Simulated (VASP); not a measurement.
# CH in VASP: single point with PBE

Aim: the single point of CH with PBE.

All numbers are computed with VASP 6.6.1; they aren't measurements. Logs are shortened: lines on timing, memory, paths and dates and some standing lists are left out, and cuts for length are marked.

## Step 1: The cell of the first run

The cell holds a cluster in a box, 2 atoms: a = 10.000 Å, b = 10.000 Å, c = 10.000 Å, α = 90.00°, β = 90.00°, γ = 90.00°.

## Step 2: Single point, PBE, collinear spin, ferromagnetic start

Contents of INCAR:

```
  PREC = Accurate
  ENCUT = 520
  EDIFF = 1E-6
  ISMEAR = -1
  SIGMA = 0.1
  LREAL = False
  LASPH = True
  NELM = 200
  ALGO = Normal
  ISIF = 2
  LWAVE = False
  LCHARG = False
  ISPIN = 2
  MAGMOM = 1 0
  LORBIT = 11
  GGA = PE
  NBANDS = 14
  GGA_COMPAT = False
```

Contents of KPOINTS:

```
Automatic mesh
0
Gamma
  1 1 1
```

Contents of POSCAR:

```
HC
1.0
   10.0000000000      0.0000000000      0.0000000000
    0.0000000000     10.0000000000      0.0000000000
    0.0000000000      0.0000000000     10.0000000000
C H
1 1
Direct
    0.0000000000      0.0000000000      0.0000000000
    0.0000000000      0.0000000000      0.1130000000
```

Potentials or basis: VASP PAW PBE potentials, release 64 (C, H).

The run is started by

```bash
$ cat potpaw_PBE.64/C/POTCAR potpaw_PBE.64/H/POTCAR > POTCAR
$ mpirun -np 1 vasp_gam > vasp.out
```

OUTCAR:

```text
PREC = Accurate
   ENCUT = 520
   EDIFF = 1E-6
   ISMEAR = -1
   LREAL = False
   LASPH = True
   NELM = 200
   ISIF = 2
   ISPIN = 2
   LORBIT = 11
   GGA = PE

 ion  position               nearest neighbor table
   1  0.000  0.000  0.000-   2 1.13
   2  0.000  0.000  0.113-   1 1.13

  LATTYP: Found a simple cubic cell.
 ALAT       =    10.0000000000

  Lattice vectors:

 A1 = (  10.0000000000,   0.0000000000,   0.0000000000)
 A2 = (   0.0000000000,  10.0000000000,   0.0000000000)
 A3 = (   0.0000000000,   0.0000000000,  10.0000000000)

Analysis of symmetry for initial positions (statically):
=====================================================================
 Subroutine PRICEL returns:
 Original cell was already a primitive cell.

 Routine SETGRP: Setting up the symmetry group for a
 simple cubic supercell.

 Subroutine GETGRP returns: Found  8 space group operations
 (whereof  8 operations were pure point group operations)
 out of a pool of 48 trial point group operations.

The static configuration has the point symmetry C_4v.

Analysis of symmetry for dynamics (positions and initial velocities):
=====================================================================
 Subroutine PRICEL returns:
 Original cell was already a primitive cell.

 Routine SETGRP: Setting up the symmetry group for a
 simple cubic supercell.

 Subroutine GETGRP returns: Found  8 space group operations
 (whereof  8 operations were pure point group operations)
 out of a pool of 48 trial point group operations.

The dynamic configuration has the point symmetry C_4v.

Analysis of structural, dynamic, and magnetic symmetry:
=====================================================================
 Subroutine PRICEL returns:
 Original cell was already a primitive cell.

 Routine SETGRP: Setting up the symmetry group for a
 simple cubic supercell.

 Subroutine GETGRP returns: Found  8 space group operations
 (whereof  8 operations were pure point group operations)
 out of a pool of 48 trial point group operations.

The overall configuration has the point symmetry C_4v.

 Subroutine INISYM returns: Found  8 space group operations
 (whereof  8 operations are pure point group operations),
 and found     1 'primitive' translations

----------------------------------------------------------------------------------------

                                     Primitive cell

  volume of cell :    1000.0000

  direct lattice vectors                    reciprocal lattice vectors
    10.000000000  0.000000000  0.000000000     0.100000000  0.000000000  0.000000000
     0.000000000 10.000000000  0.000000000     0.000000000  0.100000000  0.000000000
     0.000000000  0.000000000 10.000000000     0.000000000  0.000000000  0.100000000

  length of vectors
    10.000000000 10.000000000 10.000000000     0.100000000  0.100000000  0.100000000

  position of ions in fractional coordinates (direct lattice)
     0.000000000  0.000000000  0.000000000
     0.000000000  0.000000000  0.113000000

  ion indices of the primitive-cell ions
   primitive index   ion index
                 1           1
                 2           2

----------------------------------------------------------------------------------------

 KPOINTS: Automatic mesh

Automatic generation of k-mesh.
 Grid dimensions read from file:
 generate k-points for:    1    1    1

 Generating k-lattice:

  Cartesian coordinates                     Fractional coordinates (reciprocal lattice)
     0.100000000  0.000000000  0.000000000     1.000000000  0.000000000  0.000000000
     0.000000000  0.100000000  0.000000000     0.000000000  1.000000000  0.000000000
     0.000000000  0.000000000  0.100000000     0.000000000  0.000000000  1.000000000

  Length of vectors
     0.100000000  0.100000000  0.100000000

  Shift w.r.t. Gamma in fractional coordinates (k-lattice)
     0.000000000  0.000000000  0.000000000

 Subroutine IBZKPT returns following result:
 ===========================================

 Found      1 irreducible k-points:

 Following reciprocal coordinates:
            Coordinates               Weight
  0.000000  0.000000  0.000000      1.000000
   k-points           NKPTS =      1   k-points in BZ     NKDIM =      1   number of bands    NBANDS=     14
   number of dos      NEDOS =    301   number of ions     NIONS =      2
   total plane-waves  NPLWV = 512000
   dimension x,y,z NGX =    80 NGY =   80 NGZ =   80
   dimension x,y,z NGXF=   160 NGYF=  160 NGZF=  160
   ions per type =               1   1
   NGX,Y,Z   is equivalent  to a cutoff of  13.30, 13.30, 13.30 a.u.
   NGXF,Y,Z  is equivalent  to a cutoff of  26.60, 26.60, 26.60 a.u.
 SYSTEM =  unknown system
   PREC   = accura    normal or accurate (medium, high low for compatibility)
   ISTART =      0    job   : 0-new  1-cont  2-samecut
   ICHARG =      2    charge: 1-file 2-atom 10-const
   ISPIN  =      2    spin polarized calculation?
   LNONCOLLINEAR =      F non collinear calculations
   LSORBIT =      F    spin-orbit coupling
   LASPH  =      T    aspherical Exc in radial PAW
   ENCUT  =  520.0 eV  38.22 Ry    6.18 a.u.  18.59 18.59 18.59*2*pi/ulx,y,z
   NELM   =    200;   NELMIN=  2; NELMDL= -5     # of ELM steps
   EDIFF  = 0.1E-05   stopping-criterion for ELM
   LREAL  =      F    real-space projection
   EDIFFG = 0.1E-04   stopping-criterion for IOM
   NSW    =      0    number of steps for IOM
   IBRION =     -1    ionic relax: 0-MD 1-quasi-New 2-CG
   NFREE  =      0    steps in history (QN), initial steepest desc. (CG)
   ISIF   =      2    stress and relaxation
   ISYM   =      2    0-nonsym 1-usesym 2-fastsym
   POTIM  = 0.5000    time-step for ionic-motion
   TEBEG  =    0.0;   TEEND  =   0.0 temperature during run
   PSTRESS=    0.0 pullay stress
   NELECT =       5.0000    total number of electrons
   NUPDOWN=      -1.0000    fix difference up-down
   EMIN   =  10.00;   EMAX   =-10.00  energy-range for DOS
   EFERMI =   0.00;   METHOD = LEGACY
   ISMEAR =    -1;   SIGMA  =   0.10  broadening in eV -4-tet -1-fermi 0-gaus
   EFERMI_NEDOS =   21; number of points for ismear=-14 and -15
   IALGO  =     38    algorithm
   IMIX   =      4    mixing-type and parameters
     AMIX     =   0.40;   BMIX     =  1.00
     AMIX_MAG =   1.60;   BMIX_MAG =  1.00
  volume/ion in A,a.u.               =     500.00      3374.17
  Fermi-wavevector in a.u.,A,eV,Ry     =   0.279940  0.529010  1.066239  0.078366
  Thomas-Fermi vector in A             =   1.128201
   LORBIT       =     11    0 simple, 1 ext, 2 COOP (PROOUT), +10 PAW based schemes
   GGA     = PE    functional components
   LHFCALC =     F    Hartree Fock is set to
   AEXX    =    0.0000 exact exchange contribution
   IVDW    =     0    specifies the selected vdW correction
   LEPSILON=     F    determine dielectric tensor
   LRPA    =     F    only Hartree local field effects (RPA)
 spin polarized calculation
  energy-cutoff  :      520.00
  volume of cell :     1000.00
 maximum number of plane-waves:     13481
 NGX is ok and might be reduce to    80
   NGX = 37   NGY = 37   NGZ = 37

 number of electron       5.0000001 magnetization       1.0000031

 Free energy of the ion-electron system (eV)
  ---------------------------------------------------
  ext. energy  EPLUGINS =         0.00000000
  ---------------------------------------------------
  free energy    TOTEN  =        -6.17658858 eV

  energy without entropy =       -6.03795682  energy(sigma->0) =       -6.10727270

 E-fermi :  -5.7525     XC(G=0):  -0.6046

 val. band max:       -5.7525205982   @ k =   0.0000   0.0000   0.0000
 cond. band min:      -3.9744834614   @ k =   0.0000   0.0000   0.0000
 fundamental gap:      1.7780371368
 Fermi energy:        -5.7525202930

 spin component 1

 k-point     1 :       0.0000    0.0000    0.0000
  band No.  band energies     occupation
      1     -16.1123      1.00000
      2      -7.6131      1.00000
      3      -5.7525      0.50000
      4      -5.7525      0.50000
      5      -0.5891      0.00000
      6       0.7513      0.00000
      7       1.0355      0.00000
      8       1.0355      0.00000
      9       1.1834      0.00000
     10       1.1936      0.00000
     11       1.2339      0.00000
     12       2.3000      0.00000
     13       2.3001      0.00000
     14       2.3462      0.00000
 Fermi energy:        -5.7525202930

 spin component 2

 k-point     1 :       0.0000    0.0000    0.0000
  band No.  band energies     occupation
      1     -14.9665      1.00000
      2      -7.0899      1.00000
      3      -3.9745      0.00000
      4      -3.9745      0.00000
      5      -0.3591      0.00000
      6       0.8639      0.00000
      7       1.3106      0.00000
      8       1.3298      0.00000
      9       1.3298      0.00000
     10       1.3755      0.00000
     11       1.3930      0.00000
     12       2.4377      0.00000
     13       2.4752      0.00000
     14       2.4752      0.00000

------------------------ aborting loop because EDIFF is reached ----------------------------------------

  FORCE on cell =-STRESS in cart. coord.  units (eV):
  Direction    XX          YY          ZZ          XY          YZ          ZX
  --------------------------------------------------------------------------------------
  -------------------------------------------------------------------------------------
  Total       -0.0192107     -0.0192107      0.1805161      0.0000000      0.0000000     -0.0000000
  in kB       -0.0307790     -0.0307790      0.2892188      0.0000000      0.0000000     -0.0000000
  external PRESSURE =       0.0758869 kB  Pullay stress =       0.0000000 kB

 VOLUME and BASIS-vectors are now :
 -----------------------------------------------------------------------------
  energy-cutoff  :      520.00
  volume of cell :     1000.00
      direct lattice vectors                 reciprocal lattice vectors
    10.000000000  0.000000000  0.000000000     0.100000000  0.000000000  0.000000000
     0.000000000 10.000000000  0.000000000     0.000000000  0.100000000  0.000000000
     0.000000000  0.000000000 10.000000000     0.000000000  0.000000000  0.100000000

 POSITION                                       TOTAL-FORCE (eV/Angst)
 -----------------------------------------------------------------------------------
      0.00000      0.00000      0.00000         0.000000      0.000000     -0.186905
      0.00000      0.00000      1.13000         0.000000      0.000000      0.186905
 -----------------------------------------------------------------------------------
    total drift:                                0.000000      0.000000      0.000053

  FREE ENERGIE OF THE ION-ELECTRON SYSTEM (eV)
  ---------------------------------------------------
  free  energy   TOTEN  =        -6.1765885783 eV

  energy  without entropy=       -6.0379568185  energy(sigma->0) =       -6.10727270

 total charge

# of ion       s       p       d       tot
------------------------------------------
    1        1.013   1.111   0.000   2.124
    2        0.632   0.041   0.000   0.673
--------------------------------------------------
tot          1.645   1.152   0.000   2.797

 magnetization (x)

# of ion       s       p       d       tot
------------------------------------------
    1        0.026   0.463   0.000   0.489
    2       -0.012   0.007   0.000  -0.004
--------------------------------------------------
tot          0.014   0.470   0.000   0.484
```

Wall time 1.8 min (1 thread of Intel Xeon 6975P-C (Granite Rapids), shared host); peak memory 1.3 GiB.

What came out:

```
Free energy                                           : -6.1766 eV
Largest force                                         : 0.187 eV/Å
Gap between the frontier levels                       : zero (filled and empty bands touch)
Net moment                                            : 1.00 μB per cell
Site moments                                          : C +0.49; H -0.00 μB
Valence electrons inside the program's atomic spheres : C 2.12; H 0.67
```

Forces in eV/Å, atoms in the order of the input:
```
C    0.000  0.000 -0.187
H    0.000  0.000  0.187
```
